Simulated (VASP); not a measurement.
Input of a VASP 6.6.1 run:

The input INCAR:

```
SYSTEM = AgCl
PREC = Accurate
ENCUT = 520
EDIFF = 1E-7
ISMEAR = -1
SIGMA = 0.02
LREAL = .FALSE.
LASPH = .TRUE.
NELM = 80
ALGO = Normal
ISIF = 2
LWAVE = .FALSE.
LCHARG = .FALSE.
GGA = PE
NBANDS = 16
```

Contents of KPOINTS:

```
regular mesh
0
G
  9 9 9
  0 0 0
```

File POSCAR:

```
AgCl
1.0
    0.0000000000      2.8053350663      2.8053350663
    2.8053350663      0.0000000000      2.8053350663
    2.8053350663      2.8053350663      0.0000000000
Ag Cl
1 1
Direct
    0.0000000000      0.0000000000      0.0000000000
    0.5000000000      0.5000000000      0.5000000000
```

Potentials or basis: VASP PAW PBE potentials, release 64 (Ag, Cl).

Run with:

```console
$ cat potpaw_PBE.64/Ag/POTCAR potpaw_PBE.64/Cl/POTCAR > POTCAR
$ mpirun -np 1 vasp_std > vasp.out
```

(1) What does it give for the pressure?

(2) Predict the band gap on the k mesh.

## Answers

(1) -0.1 GPa.

(2) 0.96 eV, indirect (least direct gap 3.03 eV).
